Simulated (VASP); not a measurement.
# TiN (Osbornite) (Fm-3m) in VASP: notebook

Aim: see how the results for TiN (Osbornite) move with the level of theory and the settings. Levels: PBEsol, r2SCAN. Tasks: single point.

All numbers are computed with VASP 6.6.1; they aren't measurements. Logs are shortened: lines on timing, memory, paths and dates and some standing lists are left out, and cuts for length are marked.

## (1) The cell of the first run

It takes space group Fm-3m (No. 225, cubic). The conventional cell has a = 4.204 Å, b = 4.204 Å, c = 4.204 Å, α = 90.00°, β = 90.00°, γ = 90.00°. Ti (site symmetry m-3m) has 6 N at 2.10 Å within 2.8 Å. Within 2.8 Å of N (site symmetry m-3m) lie 6 Ti at 2.10 Å.

## (2) Single point, PBEsol

The input, INCAR:

```
SYSTEM = TiN
PREC     = Accurate       ! precision mode
ENCUT    = 520            ! plane-wave cutoff, eV
EDIFF    = 1E-6           ! SCF threshold, eV
ISMEAR   = 0              ! smearing method
SIGMA    = 0.1            ! smearing width, eV
LREAL    = .FALSE.        ! projectors in reciprocal space
LASPH    = .TRUE.         ! aspherical terms in the spheres
NELM     = 80             ! most SCF steps
ALGO     = Normal         ! electronic algorithm
ISIF     = 2              ! what is computed and relaxed
LWAVE    = .FALSE.        ! write WAVECAR
LCHARG   = .FALSE.        ! write CHGCAR
GGA      = PS             ! functional
NBANDS   = 16             ! bands
```

The input, KPOINTS:

```
regular mesh
0
G
  18 18 18
  0 0 0
```

The input, POSCAR:

```
TiN
1.0
    0.0000000000      2.1019663693      2.1019663693
    2.1019663693      0.0000000000      2.1019663693
    2.1019663693      2.1019663693      0.0000000000
Ti N
1 1
Direct
    0.0000000000      0.0000000000      0.0000000000
    0.5000000000      0.5000000000      0.5000000000
```

Potentials or basis: VASP PAW PBE potentials, release 64 (Ti_sv, N).

Command:

```sh
$ cat potpaw_PBE.64/Ti_sv/POTCAR potpaw_PBE.64/N/POTCAR > POTCAR
$ mpirun -np 1 vasp_std > vasp.out
```

OUTCAR:

```text
SYSTEM = TiN
   PREC = Accurate
   ENCUT = 520
   EDIFF = 1E-6
   ISMEAR = 0
   LREAL = .FALSE.
   LASPH = .TRUE.
   NELM = 80
   ISIF = 2
   GGA = PS

 ion  position               nearest neighbor table
   1  0.000  0.000  0.000-   2 2.10   2 2.10   2 2.10   2 2.10   2 2.10   2 2.10
   2  0.500  0.500  0.500-   1 2.10   1 2.10   1 2.10   1 2.10   1 2.10   1 2.10

  LATTYP: Found a face centered cubic cell.
 ALAT       =     4.2039327386

  Lattice vectors:

 A1 = (   0.0000000000,   2.1019663693,   2.1019663693)
 A2 = (   2.1019663693,   0.0000000000,   2.1019663693)
 A3 = (   2.1019663693,   2.1019663693,   0.0000000000)

Analysis of symmetry for initial positions (statically):
=====================================================================
 Subroutine PRICEL returns:
 Original cell was already a primitive cell.

 Routine SETGRP: Setting up the symmetry group for a
 face centered cubic supercell.

 Subroutine GETGRP returns: Found 48 space group operations
 (whereof 48 operations were pure point group operations)
 out of a pool of 48 trial point group operations.

The static configuration has the point symmetry O_h .

Analysis of symmetry for dynamics (positions and initial velocities):
=====================================================================
 Subroutine PRICEL returns:
 Original cell was already a primitive cell.

 Routine SETGRP: Setting up the symmetry group for a
 face centered cubic supercell.

 Subroutine GETGRP returns: Found 48 space group operations
 (whereof 48 operations were pure point group operations)
 out of a pool of 48 trial point group operations.

The dynamic configuration has the point symmetry O_h .

 Subroutine INISYM returns: Found 48 space group operations
 (whereof 48 operations are pure point group operations),
 and found     1 'primitive' translations

----------------------------------------------------------------------------------------

                                     Primitive cell

  volume of cell :      18.5741

  direct lattice vectors                    reciprocal lattice vectors
     0.000000000  2.101966369  2.101966369    -0.237872502  0.237872502  0.237872502
     2.101966369  0.000000000  2.101966369     0.237872502 -0.237872502  0.237872502
     2.101966369  2.101966369  0.000000000     0.237872502  0.237872502 -0.237872502

  length of vectors
     2.972629347  2.972629347  2.972629347     0.412007260  0.412007260  0.412007260

  position of ions in fractional coordinates (direct lattice)
     0.000000000  0.000000000  0.000000000
     0.500000000  0.500000000  0.500000000

  ion indices of the primitive-cell ions
   primitive index   ion index
                 1           1
                 2           2

----------------------------------------------------------------------------------------

 KPOINTS: regular mesh

Automatic generation of k-mesh.
 Grid dimensions read from file:
 generate k-points for:   18   18   18

 Generating k-lattice:

  Cartesian coordinates                     Fractional coordinates (reciprocal lattice)
    -0.013215139  0.013215139  0.013215139     0.055555556  0.000000000  0.000000000
     0.013215139 -0.013215139  0.013215139     0.000000000  0.055555556  0.000000000
     0.013215139  0.013215139 -0.013215139     0.000000000  0.000000000  0.055555556

  Length of vectors
     0.022889292  0.022889292  0.022889292

  Shift w.r.t. Gamma in fractional coordinates (k-lattice)
     0.000000000  0.000000000  0.000000000

 Subroutine IBZKPT returns following result:
 ===========================================

 Found    195 irreducible k-points:

 Following reciprocal coordinates:
            Coordinates               Weight
  0.000000  0.000000  0.000000      1.000000
  0.055556  0.000000  0.000000      8.000000
  0.111111  0.000000  0.000000      8.000000
  0.166667  0.000000  0.000000      8.000000
  0.222222  0.000000  0.000000      8.000000
  0.277778  0.000000  0.000000      8.000000
[... 16 lines left out ...]
 -0.277778  0.055556  0.000000     24.000000
 -0.222222  0.055556  0.000000     24.000000
 [... further k-points ...]
   k-points           NKPTS =    195   k-points in BZ     NKDIM =    195   number of bands    NBANDS=     16
   number of dos      NEDOS =    301   number of ions     NIONS =      2
   total plane-waves  NPLWV =  13824
   dimension x,y,z NGX =    24 NGY =   24 NGZ =   24
   dimension x,y,z NGXF=    48 NGYF=   48 NGZF=   48
   ions per type =               1   1
   NGX,Y,Z   is equivalent  to a cutoff of  13.42, 13.42, 13.42 a.u.
   NGXF,Y,Z  is equivalent  to a cutoff of  26.84, 26.84, 26.84 a.u.
 SYSTEM =  TiN
   PREC   = accura    normal or accurate (medium, high low for compatibility)
   ISTART =      0    job   : 0-new  1-cont  2-samecut
   ICHARG =      2    charge: 1-file 2-atom 10-const
   ISPIN  =      1    spin polarized calculation?
   LNONCOLLINEAR =      F non collinear calculations
   LSORBIT =      F    spin-orbit coupling
   LASPH  =      T    aspherical Exc in radial PAW
   ENCUT  =  520.0 eV  38.22 Ry    6.18 a.u.   5.53  5.53  5.53*2*pi/ulx,y,z
   NELM   =     80;   NELMIN=  2; NELMDL= -5     # of ELM steps
   EDIFF  = 0.1E-05   stopping-criterion for ELM
   LREAL  =      F    real-space projection
   EDIFFG = 0.1E-04   stopping-criterion for IOM
   NSW    =      0    number of steps for IOM
   IBRION =     -1    ionic relax: 0-MD 1-quasi-New 2-CG
   NFREE  =      0    steps in history (QN), initial steepest desc. (CG)
   ISIF   =      2    stress and relaxation
   ISYM   =      2    0-nonsym 1-usesym 2-fastsym
   POTIM  = 0.5000    time-step for ionic-motion
   TEBEG  =    0.0;   TEEND  =   0.0 temperature during run
   PSTRESS=    0.0 pullay stress
   NELECT =      17.0000    total number of electrons
   NUPDOWN=      -1.0000    fix difference up-down
   EMIN   =  10.00;   EMAX   =-10.00  energy-range for DOS
   EFERMI =   0.00;   METHOD = LEGACY
   ISMEAR =     0;   SIGMA  =   0.10  broadening in eV -4-tet -1-fermi 0-gaus
   EFERMI_NEDOS =   21; number of points for ismear=-14 and -15
   IALGO  =     38    algorithm
   IMIX   =      4    mixing-type and parameters
     AMIX     =   0.40;   BMIX     =  1.00
     AMIX_MAG =   1.60;   BMIX_MAG =  1.00
  volume/ion in A,a.u.               =       9.29        62.67
  Fermi-wavevector in a.u.,A,eV,Ry     =   1.589481  3.003684 34.374443  2.526450
  Thomas-Fermi vector in A             =   2.688324
   LORBIT       =      0    0 simple, 1 ext, 2 COOP (PROOUT), +10 PAW based schemes
   GGA     = PS    functional components
   LHFCALC =     F    Hartree Fock is set to
   AEXX    =    0.0000 exact exchange contribution
   IVDW    =     0    specifies the selected vdW correction
   LEPSILON=     F    determine dielectric tensor
   LRPA    =     F    only Hartree local field effects (RPA)
 non-spin polarized calculation
 Gauss-broadening in eV      SIGMA  =   0.10
  energy-cutoff  :      520.00
  volume of cell :       18.57
 maximum number of plane-waves:       531
 NGX is ok and might be reduce to    24
   NGX = 11   NGY = 11   NGZ = 11

 number of electron      16.9999998 magnetization

 Free energy of the ion-electron system (eV)
  ---------------------------------------------------
  ext. energy  EPLUGINS =         0.00000000
  ---------------------------------------------------
  free energy    TOTEN  =       -20.78212274 eV

  energy without entropy =      -20.77810694  energy(sigma->0) =      -20.78011484

 E-fermi :  11.6744     XC(G=0): -13.3717

 val. band max:       11.6383271371   @ k =  -0.1667   0.1111   0.0000
 cond. band min:      11.6829464915   @ k =   0.4444   0.2222   0.1111
 fundamental gap:      0.0446193544
 Fermi energy:        11.6743770324

 k-point     1 :       0.0000    0.0000    0.0000
  band No.  band energies     occupation
      1     -45.8919      2.00000
      2     -21.9509      2.00000
      3     -21.9509      2.00000
      4     -21.9509      2.00000
      5      -5.5289      2.00000
      6       9.6235      2.00000
[... 8 lines left out ...]
     15      24.8139      0.00000
     16      31.7678      0.00000

 k-point     2 :       0.0556    0.0000    0.0000
  band No.  band energies     occupation
      1     -45.8886      2.00000
      2     -21.9741      2.00000
      3     -21.9528      2.00000
      4     -21.9528      2.00000
      5      -5.4647      2.00000
      6       9.2417      2.00000
[... 8 lines left out ...]
     15      24.8777      0.00000
     16      31.6747      0.00000

 k-point     3 :       0.1111    0.0000    0.0000
  band No.  band energies     occupation
      1     -45.8789      2.00000
      2     -22.0404      2.00000
      3     -21.9582      2.00000
      4     -21.9582      2.00000
      5      -5.2773      2.00000
      6       8.4336      2.00000
[... 8 lines left out ...]
     15      24.9954      0.00000
     16      31.3898      0.00000

 k-point     4 :       0.1667    0.0000    0.0000
  band No.  band energies     occupation
      1     -45.8641      2.00000
      2     -22.1406      2.00000
      3     -21.9665      2.00000
      4     -21.9665      2.00000
      5      -4.9811      2.00000
      6       7.4813      2.00000
[... 8 lines left out ...]
     15      25.0013      0.00000
     16      30.8159      0.00000

 k-point     5 :       0.2222    0.0000    0.0000
  band No.  band energies     occupation
      1     -45.8458      2.00000
      2     -22.2613      2.00000
      3     -21.9766      2.00000
      4     -21.9766      2.00000
      5      -4.5993      2.00000
      6       6.4986      2.00000
[... 8 lines left out ...]
     15      24.8397      0.00000
     16      29.9631      0.00000

 k-point     6 :       0.2778    0.0000    0.0000
  band No.  band energies     occupation
      1     -45.8263      2.00000
      2     -22.3873      2.00000
      3     -21.9873      2.00000
      4     -21.9873      2.00000
      5      -4.1636      2.00000
      6       5.5555      2.00000
[... 8 lines left out ...]
     15      24.7152      0.00000
     16      28.9590      0.00000
[... 267 lines left out ...]
 k-point    21 :      -0.3889    0.0556    0.0000
  band No.  band energies     occupation
      1     -45.7873      2.00000
      2     -22.6136      2.00000
      3     -22.0289      2.00000
      4     -22.0045      2.00000
      5      -3.2077      2.00000
      6       3.8829      2.00000
[... 8 lines left out ...]
     15      25.2888      0.00000
     16      26.7108      0.00000

 k-point    22 :      -0.3333    0.0556    0.0000
  band No.  band energies     occupation
      1     -45.8006      2.00000
      2     -22.5326      2.00000
      3     -22.0242      2.00000
      4     -21.9939      2.00000
      5      -3.5686      2.00000
      6       4.4717      2.00000
[... 8 lines left out ...]
     15      24.9224      0.00000
     16      27.3365      0.00000

 k-point    23 :      -0.2778    0.0556    0.0000
  band No.  band energies     occupation
      1     -45.8179      2.00000
      2     -22.4257      2.00000
      3     -22.0158      2.00000
      4     -21.9822      2.00000
      5      -3.9943      2.00000
      6       5.2303      2.00000
[... 8 lines left out ...]
     15      24.7116      0.00000
     16      28.1325      0.00000

 k-point    24 :      -0.2222    0.0556    0.0000
  band No.  band energies     occupation
      1     -45.8371      2.00000
      2     -22.3049      2.00000
      3     -22.0046      2.00000
      4     -21.9709      2.00000
      5      -4.4262      2.00000
      6       6.0945      2.00000
[... 8 lines left out ...]
     15      24.7860      0.00000
     16      28.9877      0.00000

 [... further k-points ...]

------------------------ aborting loop because EDIFF is reached ----------------------------------------

  FORCE on cell =-STRESS in cart. coord.  units (eV):
  Direction    XX          YY          ZZ          XY          YZ          ZX
  --------------------------------------------------------------------------------------
  -------------------------------------------------------------------------------------
  Total        0.0543416      0.0543416      0.0543416      0.0000000      0.0000000     -0.0000000
  in kB        4.6874416      4.6874416      4.6874416      0.0000000      0.0000000     -0.0000000
  external PRESSURE =       4.6874416 kB  Pullay stress =       0.0000000 kB

 VOLUME and BASIS-vectors are now :
 -----------------------------------------------------------------------------
  energy-cutoff  :      520.00
  volume of cell :       18.57
      direct lattice vectors                 reciprocal lattice vectors
     0.000000000  2.101966369  2.101966369    -0.237872502  0.237872502  0.237872502
     2.101966369  0.000000000  2.101966369     0.237872502 -0.237872502  0.237872502
     2.101966369  2.101966369  0.000000000     0.237872502  0.237872502 -0.237872502

 POSITION                                       TOTAL-FORCE (eV/Angst)
 -----------------------------------------------------------------------------------
      0.00000      0.00000      0.00000         0.000000      0.000000     -0.000000
      2.10197      2.10197      2.10197        -0.000000     -0.000000      0.000000
 -----------------------------------------------------------------------------------
    total drift:                                0.000000     -0.000000     -0.000000

  FREE ENERGIE OF THE ION-ELECTRON SYSTEM (eV)
  ---------------------------------------------------
  free  energy   TOTEN  =       -20.7821227422 eV

  energy  without entropy=      -20.7781069449  energy(sigma->0) =      -20.78011484
```

Wall time 2.4 min (1 thread of AMD EPYC 7R13, shared host); peak memory 0.15 GiB.

What came out:

```yaml
Free_energy: -20.7821 eV
Pressure: 0.5 GPa
```

Levels at points of the mesh, in eV from the Fermi level:
```
           k point  band 7  band 8  band 9  band 10  band 11  band 12
(0.00, 0.00, 0.00)   -2.05   -2.05   -0.65    -0.65    -0.65     0.60
(0.50, 0.00, 0.00)   -5.63   -5.63    1.78     1.78     2.49     6.00
(0.50, 0.50, 0.00)   -3.25   -3.25   -3.23     1.72     2.52     2.52
```

Caveat: the PAW data sets were made with another functional, which shifts forces and pressure a little.

## (3) Single point, r2SCAN

POSCAR is that of step 2.

The input, INCAR.step1:

```
PREC = Accurate
ENCUT = 520
ISMEAR = 0
SIGMA = 0.1
LREAL = False
LASPH = True
NELM = 80
NBANDS = 16
GGA = PE
ALGO = Normal
EDIFF = 1E-4
LWAVE = True
LCHARG = False
```

The input, INCAR.step2:

```
PREC = Accurate
ENCUT = 520
EDIFF = 1E-6
ISMEAR = 0
SIGMA = 0.1
LREAL = False
LASPH = True
NELM = 80
ALGO = Normal
ISIF = 2
LWAVE = False
LCHARG = False
METAGGA = R2SCAN
LMIXTAU = True
NBANDS = 16
ISTART = 1
```

The input, KPOINTS:

```
regular mesh
0
Gamma
  18 18 18
```

Potentials or basis: VASP PAW PBE potentials, release 64 (Ti_sv, N).

Command:

```sh
$ cat potpaw_PBE.64/Ti_sv/POTCAR potpaw_PBE.64/N/POTCAR > POTCAR
$ cp INCAR.step1 INCAR
$ mpirun -np 1 vasp_std > vasp.out
$ cp INCAR.step2 INCAR
$ mpirun -np 1 vasp_std > vasp.out
```

OUTCAR:

```text
PREC = Accurate
   ENCUT = 520
   EDIFF = 1E-6
   ISMEAR = 0
   LREAL = False
   LASPH = True
   NELM = 80
   ISIF = 2
   METAGGA = R2SCAN
   ISTART = 1

 ion  position               nearest neighbor table
   1  0.000  0.000  0.000-   2 2.10   2 2.10   2 2.10   2 2.10   2 2.10   2 2.10
   2  0.500  0.500  0.500-   1 2.10   1 2.10   1 2.10   1 2.10   1 2.10   1 2.10

  LATTYP: Found a face centered cubic cell.
 ALAT       =     4.2039327386

  Lattice vectors:

[... 645 lines left out ...]

  FORCE on cell =-STRESS in cart. coord.  units (eV):
  Direction    XX          YY          ZZ          XY          YZ          ZX
  --------------------------------------------------------------------------------------
  -------------------------------------------------------------------------------------
  Total        0.9130323      0.9130323      0.9130323      0.0000000      0.0000000     -0.0000000
  in kB       78.7570522     78.7570522     78.7570522      0.0000000      0.0000000     -0.0000000
  external PRESSURE =      78.7570522 kB  Pullay stress =       0.0000000 kB

 VOLUME and BASIS-vectors are now :
 -----------------------------------------------------------------------------
  energy-cutoff  :      520.00
  volume of cell :       18.57
      direct lattice vectors                 reciprocal lattice vectors
     0.000000000  2.101966369  2.101966369    -0.237872502  0.237872502  0.237872502
     2.101966369  0.000000000  2.101966369     0.237872502 -0.237872502  0.237872502
     2.101966369  2.101966369  0.000000000     0.237872502  0.237872502 -0.237872502

 POSITION                                       TOTAL-FORCE (eV/Angst)
 -----------------------------------------------------------------------------------
      0.00000      0.00000      0.00000         0.000000      0.000000      0.000000
      2.10197      2.10197      2.10197        -0.000000     -0.000000     -0.000000
 -----------------------------------------------------------------------------------
    total drift:                                0.000000     -0.000000     -0.000000

  FREE ENERGIE OF THE ION-ELECTRON SYSTEM (eV)
  ---------------------------------------------------
  free  energy   TOTEN  =       -26.0041147212 eV

  energy  without entropy=      -26.0001138528  energy(sigma->0) =      -26.00211429
```

OUTCAR.step1:

```text
PREC = Accurate
   ENCUT = 520
   ISMEAR = 0
   LREAL = False
   LASPH = True
[... 678 lines left out ...]
      0.00000      0.00000      0.00000        -0.000000      0.000000      0.000000
      2.10197      2.10197      2.10197         0.000000     -0.000000     -0.000000
 -----------------------------------------------------------------------------------
    total drift:                                0.000000     -0.000000     -0.000000

  FREE ENERGIE OF THE ION-ELECTRON SYSTEM (eV)
  ---------------------------------------------------
  free  energy   TOTEN  =       -19.6205216284 eV

  energy  without entropy=      -19.6164490747  energy(sigma->0) =      -19.61848535
```

OSZICAR.step1:

```text
N       E                     dE             d eps       ncg     rms          rms(c)
DAV:   1     0.133668806004E+03    0.13367E+03   -0.82405E+03  6272   0.127E+03
DAV:   2    -0.169469901487E+02   -0.15062E+03   -0.14139E+03  6784   0.350E+02
DAV:   3    -0.245802731826E+02   -0.76333E+01   -0.75711E+01  8120   0.814E+01
DAV:   4    -0.247531027409E+02   -0.17283E+00   -0.17268E+00  7368   0.116E+01
DAV:   5    -0.247569925790E+02   -0.38898E-02   -0.38898E-02  7520   0.154E+00    0.188E+01
DAV:   6    -0.199662105959E+02    0.47908E+01   -0.12712E+01  8200   0.540E+01    0.689E+00
DAV:   7    -0.196534005690E+02    0.31281E+00   -0.15644E+00  7312   0.157E+01    0.516E+00
DAV:   8    -0.198392345603E+02   -0.18583E+00   -0.93430E-01  8792   0.144E+01    0.590E+00
DAV:   9    -0.196300030996E+02    0.20923E+00   -0.28459E-01  7240   0.836E+00    0.158E+00
DAV:  10    -0.196231776831E+02    0.68254E-02   -0.31466E-02  7752   0.204E+00    0.374E-01
DAV:  11    -0.196205262910E+02    0.26514E-02   -0.44354E-03  8904   0.766E-01    0.153E-01
DAV:  12    -0.196205216284E+02    0.46626E-05   -0.37237E-04  6608   0.183E-01
   1 F= -.19620522E+02 E0= -.19618485E+02  d E =-.407255E-02
```

Run time: 9.9 min. Hardware: 1 thread of AMD EPYC 7R13, shared host; peak memory 0.16 GiB.

Results:

- Free energy: -26.0041 eV
- Pressure: 7.9 GPa

Levels at points of the mesh, in eV from the Fermi level:
| k point | band 6 | band 7 | band 8 | band 9 | band 10 | band 11 | band 12 | band 13 |
| --- | --- | --- | --- | --- | --- | --- | --- | --- |
| (0.00, 0.00, 0.00) | -2.43 | -2.43 | -2.43 | -0.65 | -0.65 | -0.65 | 0.60 | 0.60 |
| (0.50, 0.00, 0.00) | -8.69 | -6.07 | -6.07 | 1.81 | 1.81 | 2.54 | 6.14 | 6.14 |
| (0.50, 0.50, 0.00) | -6.34 | -3.67 | -3.67 | -3.22 | 1.73 | 2.54 | 2.54 | 3.89 |

Caveat: the PAW data sets were made with another functional, which shifts forces and pressure a little.
